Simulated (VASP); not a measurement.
Input of a VASP 6.6.1 run:

File INCAR:

```
SYSTEM = Ag
  ALGO = Normal
  EDIFF = 1E-7
  ENCUT = 520
  GGA = PE
  ISIF = 2
  ISMEAR = 0
  LASPH = .True.
  LCHARG = .False.
  LREAL = .False.
  LWAVE = .False.
  NBANDS = 54
  NELM = 60
  PREC = Accurate
  SIGMA = 0.05
```

KPOINTS

```
k-points
0
Gamma
  1 1 13
  0 0 0
```

Contents of POSCAR:

```
Ag
1.0
   13.1000000000      0.0000000000      0.0000000000
    0.0000000000     13.4000000000      0.0000000000
    0.0000000000      0.0000000000      2.8532000130
Ag
8
Direct
    0.3359002125      0.6446799499      0.0000000000
    0.6484402359      0.3399006161      0.0000000000
    0.7079791657      0.7037645456      0.0000000000
    0.3052698067      0.4618786099      0.5000000000
    0.6845338622      0.5218811446      0.5000000000
    0.4615409408      0.3095030238      0.5000000000
    0.5219755277      0.6803837080      0.5000000000
    0.4926495111      0.4927538750      0.0000000000
```

Potentials or basis: VASP PAW PBE potentials, release 64 (Ag).

Launch:

```console
$ cat potpaw_PBE.64/Ag/POTCAR > POTCAR
$ mpirun -np 1 vasp_std > vasp.out
```

Task: What does it give for the largest force?

Result: 0.007 eV/Å.

Task: What does it give for the band gap on the k mesh?

Result: Zero (bands 44 and 45 overlap by 2.35 eV).

Forces on the atoms (eV/Å):
```
Ag   0.004 -0.005  0.000
Ag  -0.005  0.004  0.000
Ag  -0.005 -0.005  0.000
Ag   0.006  0.003  0.000
Ag  -0.005  0.001  0.000
Ag   0.003  0.006  0.000
Ag   0.001 -0.004  0.000
Ag   0.000  0.000  0.000
```
